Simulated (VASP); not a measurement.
# Ti5C (P6/mmm) in VASP: a series of runs

Runs on Ti5C. Level: PBE. Tasks: relaxation of cell and atoms, single point.

Program: VASP 6.6.1. These are calculated values, not measurements. Logs are shortened: lines on timing, memory, paths and dates and some standing lists are left out, and cuts for length are marked.

## (1) The cell of the first run

It takes space group P6/mmm (No. 191, hexagonal). The conventional cell has a = 4.120 Å, b = 4.120 Å, c = 6.271 Å, α = 90.00°, β = 90.00°, γ = 120.00°. Within 3.1 Å of Ti (site symmetry 3m) lie 7 Ti at 2.38 to 2.99 Å and 3 C at 2.81 Å. Within 3.8 Å of Ti (site symmetry 6/mmm) lie 12 Ti at 2.89 Å and 2 C at 3.14 Å. C (site symmetry 6/mmm) has 14 Ti at 2.81 to 3.14 Å within 3.7 Å.

The cell was built from a structure type or drawn by symmetry, and may not be a known phase.

## (2) Relaxation of cell and atoms, PBE

INCAR

```
  PREC = Accurate
  ENCUT = 600
  EDIFF = 1E-7
  ISMEAR = 0
  SIGMA = 0.1
  LREAL = F
  LASPH = T
  NELM = 60
  ALGO = Normal
  ISIF = 3
  LWAVE = F
  LCHARG = F
  GGA = PE
  IBRION = 2
  NSW = 90
  EDIFFG = -0.04
```

KPOINTS

```
Automatic mesh
0
Gamma
  6 6 4
```

POSCAR

```
Ti5C
1.0
    4.1199381100      0.0000000000      0.0000000000
   -2.0599690600      3.5679710700      0.0000000000
    0.0000000000      0.0000000000      6.2710490600
Ti C
5 1
Direct
    0.3333333300      0.6666666700      0.7382528200
    0.6666666700      0.3333333300      0.7382528200
    0.6666666700      0.3333333300      0.2617471800
    0.3333333300      0.6666666700      0.2617471800
    0.0000000000      0.0000000000      0.0000000000
    0.0000000000      0.0000000000      0.5000000000
```

Potentials or basis: VASP PAW PBE potentials, release 64 (Ti_sv, C).

On the command line:

```sh
$ cat potpaw_PBE.64/Ti_sv/POTCAR potpaw_PBE.64/C/POTCAR > POTCAR
$ mpirun -np 1 vasp_std > vasp.out
```

OUTCAR:

```text
PREC = Accurate
   ENCUT = 600
   EDIFF = 1E-7
   ISMEAR = 0
   LREAL = F
   LASPH = T
   NELM = 60
   ISIF = 3
   GGA = PE
   IBRION = 2
   NSW = 90
   EDIFFG = -0.04

 ion  position               nearest neighbor table
   1  0.333  0.667  0.738-   2 2.38   2 2.38   2 2.38   5 2.89   5 2.89   5 2.89
   2  0.667  0.333  0.738-   1 2.38   1 2.38   1 2.38   5 2.89   5 2.89   5 2.89
   3  0.667  0.333  0.262-   4 2.38   4 2.38   4 2.38   5 2.89   5 2.89   5 2.89
   4  0.333  0.667  0.262-   3 2.38   3 2.38   3 2.38   5 2.89   5 2.89   5 2.89
   5  0.000  0.000  0.000-   1 2.89   2 2.89   3 2.89   4 2.89   2 2.89   3 2.89   1 2.89   4 2.89
                             2 2.89   3 2.89   1 2.89   4 2.89
   6  0.000  0.000  0.500-

  LATTYP: Found a hexagonal cell.
 ALAT       =     4.1199381100
 C/A-ratio  =     1.5221221515

  Lattice vectors:

 A1 = (   4.1199381100,   0.0000000000,   0.0000000000)
 A2 = (  -2.0599690600,   3.5679710700,   0.0000000000)
 A3 = (   0.0000000000,   0.0000000000,   6.2710490600)

Analysis of symmetry for initial positions (statically):
=====================================================================
 Subroutine PRICEL returns:
 Original cell was already a primitive cell.

 Routine SETGRP: Setting up the symmetry group for a
 hexagonal supercell.

 Subroutine GETGRP returns: Found 24 space group operations
 (whereof 24 operations were pure point group operations)
 out of a pool of 24 trial point group operations.

The static configuration has the point symmetry D_6h.

Analysis of symmetry for dynamics (positions and initial velocities):
=====================================================================
 Subroutine PRICEL returns:
 Original cell was already a primitive cell.

 Routine SETGRP: Setting up the symmetry group for a
 hexagonal supercell.

 Subroutine GETGRP returns: Found 24 space group operations
 (whereof 24 operations were pure point group operations)
 out of a pool of 24 trial point group operations.

The dynamic configuration has the point symmetry D_6h.

 Subroutine INISYM returns: Found 24 space group operations
 (whereof 24 operations are pure point group operations),
 and found     1 'primitive' translations

----------------------------------------------------------------------------------------

                                     Primitive cell

  volume of cell :      92.1833

[... 95 lines left out ...]
   NSW    =     90    number of steps for IOM
   IBRION =      2    ionic relax: 0-MD 1-quasi-New 2-CG
   NFREE  =      1    steps in history (QN), initial steepest desc. (CG)
   ISIF   =      3    stress and relaxation
   ISYM   =      2    0-nonsym 1-usesym 2-fastsym
   POTIM  = 0.5000    time-step for ionic-motion
   TEBEG  =    0.0;   TEEND  =   0.0 temperature during run
   PSTRESS=    0.0 pullay stress
   NELECT =      64.0000    total number of electrons
   NUPDOWN=      -1.0000    fix difference up-down
   EMIN   =  10.00;   EMAX   =-10.00  energy-range for DOS
   EFERMI =   0.00;   METHOD = LEGACY
   ISMEAR =     0;   SIGMA  =   0.10  broadening in eV -4-tet -1-fermi 0-gaus
   EFERMI_NEDOS =   21; number of points for ismear=-14 and -15
   IALGO  =     38    algorithm
   IMIX   =      4    mixing-type and parameters
     AMIX     =   0.40;   BMIX     =  1.00
     AMIX_MAG =   1.60;   BMIX_MAG =  1.00
  volume/ion in A,a.u.               =      15.36       103.68
  Fermi-wavevector in a.u.,A,eV,Ry     =   1.449609  2.739363 28.590807  2.101365
  Thomas-Fermi vector in A             =   2.567316
   LORBIT       =      0    0 simple, 1 ext, 2 COOP (PROOUT), +10 PAW based schemes
   GGA     = PE    functional components
   LHFCALC =     F    Hartree Fock is set to
   AEXX    =    0.0000 exact exchange contribution
   IVDW    =     0    specifies the selected vdW correction
   LEPSILON=     F    determine dielectric tensor
   LRPA    =     F    only Hartree local field effects (RPA)
 conjugate gradient relaxation of ions
 non-spin polarized calculation
 Gauss-broadening in eV      SIGMA  =   0.10
  energy-cutoff  :      600.00
  volume of cell :       92.18
 maximum number of plane-waves:      3103
 NGX is ok and might be reduce to    36
   NGX = 17   NGY = 17   NGZ = 25

--------------------------------------- Ionic step        1  -------------------------------------------

 number of electron      63.9999994 magnetization

 Free energy of the ion-electron system (eV)
  ---------------------------------------------------
  ext. energy  EPLUGINS =         0.00000000
  ---------------------------------------------------
  free energy    TOTEN  =       -43.12513338 eV

  energy without entropy =      -43.09680844  energy(sigma->0) =      -43.11097091

------------------------ aborting loop because EDIFF is reached ----------------------------------------

  FORCE on cell =-STRESS in cart. coord.  units (eV):
  Direction    XX          YY          ZZ          XY          YZ          ZX
  --------------------------------------------------------------------------------------
  -------------------------------------------------------------------------------------
  Total        2.1525128      2.1525128    -13.6323070     -0.0000000     -0.0000000     -0.0000000
  in kB       37.4114134     37.4114135   -236.9341846     -0.0000001     -0.0000000     -0.0000000
  external PRESSURE =     -54.0371192 kB  Pullay stress =       0.0000000 kB
[... 101 lines left out ...]
  FREE ENERGIE OF THE ION-ELECTRON SYSTEM (eV)
  ---------------------------------------------------
  free  energy   TOTEN  =       -44.5790985075 eV

  energy  without entropy=      -44.5611999469  energy(sigma->0) =      -44.57014923

[... ionic steps 4 to 10 ...]

--------------------------------------- Ionic step       11  -------------------------------------------

 number of electron      64.0000018 magnetization

------------------------ aborting loop because EDIFF is reached ----------------------------------------
[... 75 lines left out ...]
--------------------------------------- Ionic step       13  -------------------------------------------

 number of electron      64.0000008 magnetization

 Free energy of the ion-electron system (eV)
  ---------------------------------------------------
  ext. energy  EPLUGINS =         0.00000000
  ---------------------------------------------------
  free energy    TOTEN  =       -44.84525240 eV

  energy without entropy =      -44.81447741  energy(sigma->0) =      -44.82986490

 E-fermi :   8.8298     XC(G=0): -11.9089

 val. band max:        8.7994850272   @ k =   0.0000   0.0000   0.5000
 cond. band min:       8.8331792777   @ k =   0.5000  -0.0000   0.5000
 fundamental gap:      0.0336942505
 Fermi energy:         8.8298357577

 k-point     1 :       0.0000    0.0000    0.0000
  band No.  band energies     occupation
      1     -47.6733      2.00000
      2     -47.5385      2.00000
      3     -47.4036      2.00000
      4     -47.3355      2.00000
      5     -47.1457      2.00000
      6     -24.5911      2.00000
[... 883 lines left out ...]
  FREE ENERGIE OF THE ION-ELECTRON SYSTEM (eV)
  ---------------------------------------------------
  free  energy   TOTEN  =       -44.8452523966 eV

  energy  without entropy=      -44.8144774117  energy(sigma->0) =      -44.82986490

 reached required accuracy - stopping structural energy minimisation
```

OSZICAR:

```text
N       E                     dE             d eps       ncg     rms          rms(c)
DAV:   1     0.905398367097E+03    0.90540E+03   -0.34953E+04  1596   0.229E+03
DAV:   2     0.728236929358E+02   -0.83257E+03   -0.81764E+03  1596   0.661E+02
DAV:   3    -0.329799834648E+02   -0.10580E+03   -0.10197E+03  2622   0.199E+02
[... 188 lines left out ...]
DAV:   6    -0.448451662023E+02   -0.61287E-04   -0.12803E-04  2384   0.721E-02    0.305E-02
DAV:   7    -0.448452258048E+02   -0.59603E-04   -0.75787E-05  2628   0.422E-02    0.169E-02
DAV:   8    -0.448452480530E+02   -0.22248E-04   -0.36094E-05  2588   0.293E-02    0.679E-03
DAV:   9    -0.448452516399E+02   -0.35870E-05   -0.64088E-06  2134   0.156E-02    0.172E-03
DAV:  10    -0.448452524801E+02   -0.84019E-06   -0.17993E-06  2130   0.731E-03    0.107E-03
DAV:  11    -0.448452523966E+02    0.83497E-07   -0.11242E-07  1080   0.274E-03
  13 F= -.44845252E+02 E0= -.44829865E+02  d E =-.111069E-01
```

Run time: 11 min. Hardware: 1 thread of Intel Xeon 6975P-C (Granite Rapids), shared host; peak memory 0.28 GiB.

What came out:

- Free energy: -44.8453 eV
- Relaxed volume: 14.52 Å³/atom
- Relaxed cell: a = 4.537 Å, b = 4.537 Å, c = 4.888 Å, α = 90.00°, β = 90.00°, γ = 120.00°
- Space group after relaxing (to 0.1 Å): P6/mmm (No. 191)
- Energy gained by relaxing: 286.7 meV/atom
- Ionic steps: 13
- Pressure after relaxing: -0.1 GPa
- Largest force after relaxing: 0.024 eV/Å
- Band gap on the k mesh: zero (bands 32 and 33 overlap by 0.73 eV)

Forces in eV/Å, atoms in the order of the input:
```
Ti   0.000  0.000 -0.024
Ti   0.000  0.000 -0.024
Ti   0.000  0.000  0.024
Ti   0.000  0.000  0.024
Ti   0.000  0.000  0.000
C    0.000  0.000  0.000
```

Step by step:
| step | energy change (eV) | largest force (eV/Å) | pressure (GPa) | volume (Å³) |
| --- | --- | --- | --- | --- |
| 1 | 0.0000 | 0.0929 | -5.40 | 92.18 |
| 2 | -1.2821 | 0.2804 | 0.28 | 84.94 |
| 3 | -1.4540 | 0.5010 | 4.30 | 82.26 |
| 4 | -1.4624 | 0.5795 | 5.96 | 81.36 |
| 5 | -1.6375 | 0.2773 | -1.08 | 86.47 |
| 6 | -1.6401 | 0.2531 | -1.94 | 87.24 |
| 7 | -1.6771 | 0.0180 | 0.05 | 86.08 |
| 8 | -1.6850 | 0.2119 | 1.90 | 85.11 |
| 9 | -1.6855 | 0.1518 | 1.46 | 85.33 |
| 10 | -1.7049 | 0.1977 | 1.51 | 85.65 |
| 11 | -1.7090 | 0.2597 | 1.66 | 85.84 |
| 12 | -1.7198 | 0.0165 | -0.44 | 87.38 |
| 13 | -1.7201 | 0.0243 | -0.14 | 87.14 |

Final structure:
```yaml
crystal:
  lattice:
    - [4.53724, 0.00000, 0.00000]
    - [-2.26862, 3.92937, 0.00000]
    - [0.00000, 0.00000, 4.88780]
  atoms:
    - { symbol: Ti, position: [0.33333, 0.66667, 0.75216] }
    - { symbol: Ti, position: [0.66667, 0.33333, 0.75216] }
    - { symbol: Ti, position: [0.66667, 0.33333, 0.24784] }
    - { symbol: Ti, position: [0.33333, 0.66667, 0.24784] }
    - { symbol: Ti, position: [0.00000, 0.00000, 0.00000] }
    - { symbol: C, position: [0.00000, 0.00000, 0.50000] }
```

Levels at points of the mesh, in eV from the Fermi level:
```tsv
k point	band 28	band 29	band 30	band 31	band 32	band 33	band 34	band 35	band 36	band 37
(0.00, 0.00, 0.00)	-1.31	-0.70	-0.42	-0.42	-0.12	-0.12	0.27	0.27	1.72	1.72
(0.50, 0.00, 0.00)	-1.24	-0.84	-0.79	-0.79	-0.21	-0.12	-0.04	0.66	1.15	1.77
(0.00, 0.00, 0.50)	-0.52	-0.52	-0.15	-0.15	-0.03	0.40	1.13	1.33	1.33	1.41
(0.50, 0.00, 0.50)	-0.99	-0.85	-0.64	0.00	0.10	0.19	0.72	0.78	1.44	1.58
```

Caveat: a cell axis changed by over 15 % at a fixed basis, so the end point is rough.

(Part 1 of 2 ends here.)
